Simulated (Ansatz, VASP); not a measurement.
# Two plane-wave programs on Sc

```
CELL_PARAMETERS angstrom
-2.72890 2.72871 1.49456
2.72871 -2.72890 1.49456
2.72874 2.72874 -1.49491
ATOMIC_POSITIONS crystal
Sc 0.00000 0.00000 0.00000
Sc 0.75000 0.25000 0.50000
```

Alike in both runs: task single point; functional BLYP; k mesh 13 × 13 × 9; occupations fermi-dirac, width 0.1 eV; no spin polarisation.

|  | VASP | Ansatz |
| --- | --- | --- |
| version | VASP 6.6.1 | Ansatz 0.2.0 |
| potentials or method | VASP PAW PBE potentials, release 64 (Sc_sv), cutoff 520 eV | plane waves (420 eV) with PAW, scalar-relativistic |
| valence electrons in the cell | 22 | 22 |

|  | VASP | Ansatz | Ansatz less VASP |
| --- | --- | --- | --- |
| pressure (GPa) | 6.7 | 6.7 | -0.04 |
| traceless stress, the component that is largest in VASP (GPa) | 1.21 | 1.21 | 0.000 |

VASP's potentials were made for PBE, not for BLYP.
